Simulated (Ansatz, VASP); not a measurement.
One calculation of OsPd4, two programs

The input INCAR:

```
  PREC = Accurate
  ENCUT = 600
  EDIFF = 1E-7
  ISMEAR = 0
  SIGMA = 0.1
  LREAL = False
  LASPH = True
  NELM = 120
  ALGO = Normal
  ISIF = 3
  LWAVE = False
  LCHARG = False
  GGA = PE
  IBRION = 2
  NSW = 100
  EDIFFG = -0.01
  GGA_COMPAT = False
  NELMIN = 4
```

Contents of KPOINTS:

```
Automatic mesh
0
Gamma
  8 8 8
```

The input POSCAR:

```
OsPd4
1.0
    4.5747116937      0.0000000000      0.0000000000
    0.0000000000      4.5747116937      0.0000000000
    0.0000000000      0.0000000000      4.5747116937
Pd Os
4 1
Direct
    0.2955374700      0.2955374700      0.2955374700
    0.7044625300      0.7044625300      0.2955374700
    0.2955374700      0.7044625300      0.7044625300
    0.7044625300      0.2955374700      0.7044625300
    0.0000000000      0.0000000000      0.0000000000
```

Input for Ansatz:

```yaml
crystal:
  lattice:
    - [4.5747116937, 0.0, 0.0]
    - [0.0, 4.5747116937, 0.0]
    - [0.0, 0.0, 4.5747116937]
  atoms:
    - { symbol: Pd, position: [0.29553747, 0.29553747, 0.29553747] }
    - { symbol: Pd, position: [0.70446253, 0.70446253, 0.29553747] }
    - { symbol: Pd, position: [0.29553747, 0.70446253, 0.70446253] }
    - { symbol: Pd, position: [0.70446253, 0.29553747, 0.70446253] }
    - { symbol: Os, position: [0.0, 0.0, 0.0] }
basis:
  ecutwfc: 420
kpoints:
  mp_grid: { grid: [8, 8, 8] }
hamiltonian:
  xc: pbe
scf:
  occupations: { method: gaussian, width: 0.1 }
output:
  forces: true
  stress: true
  eigenvalues: true
  write_density: true
  write_potential: true
  elf: true
  volumetric_format: npy
relax:
  adjacent_minimum: "off"
  f_tol: 0.01
  max_steps: 80
  cell: { stress_tol: 0.05 }
```

Change from the starting cell: species swapped into the SnI4 type (P-43m, No. 215).

Alike in both runs: task relaxation of cell and atoms; functional PBE; k mesh 8 × 8 × 8; occupations gaussian, width 0.1 eV; no spin polarisation.

|  | VASP | Ansatz |
| --- | --- | --- |
| version | VASP 6.6.1 | Ansatz 0.2.0 |
| potentials or method | VASP PAW PBE potentials, release 64 (Pd, Os), cutoff 600 eV | scalar-relativistic, plane waves, PAW |
| valence electrons in the cell | 48 | 88 |

Ansatz gave:

- gap on the k mesh at the Fermi level, each at its own relaxed structure (eV): none
- relaxed volume (Å³/atom): 19.13
- relaxed length of the cell vector where the two differ most in proportion (Å): 4.574

**Question.** Which values does VASP return?

**Answer.** gap on the k mesh at the Fermi level, each at its own relaxed structure (eV): none; relaxed volume (Å³/atom): 19.04; relaxed length of the cell vector where the two differ most in proportion (Å): 4.566.

A gap of «none» marks a metal or a gap that the smearing closes. VASP's potentials hold 48 valence electrons a cell and Ansatz's 88, so a difference there can come from the potentials and not from the codes.

Neither program's run includes spin-orbit coupling.
